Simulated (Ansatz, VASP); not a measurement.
# TiNi in VASP and in Ansatz

```
Ni Ti
1.0
     4.11310    0.00000    0.00000
     0.00000    2.87512    0.00000
     0.00000    0.00000    4.61713
Ni Ti
2 2
Direct
  0.75000 0.00000 0.82097
  0.25000 0.00000 0.17903
  0.75000 0.50000 0.27441
  0.25000 0.50000 0.72559
```

Change from the starting cell: volume scaled by 1.02.

Alike in both runs: task single point; functional PBEsol; k mesh 7 × 9 × 6; occupations fermi-dirac, width 0.05 eV; collinear spin.

```csv
,VASP,Ansatz
version,VASP 6.6.1,Ansatz 0.2.0
potentials or method,"VASP PAW PBE potentials, release 64 (Ni, Ti_sv), cutoff 520 eV","all-electron LAPW, scalar-relativistic"
```

```tsv
	VASP	Ansatz	Ansatz less VASP
gap on the k mesh at the Fermi level (eV)	none	none	-
pressure (GPa)	-6.0	-6.0	-0.02
traceless stress, the component that is largest in VASP (GPa)	-0.29	-0.28	+0.009
rms of the force components (eV/Å)	0.039	0.039	+0.0003
net moment per atom (μB)	0.00	0.00	0.000
```

VASP's potentials were made for PBE, not for PBEsol. Atom by atom the forces differ by 0.005 eV/Å (rms over components). A gap of «none» marks a metal or a gap that the smearing closes. Ansatz ran all-electron here, and VASP with PAW potentials.
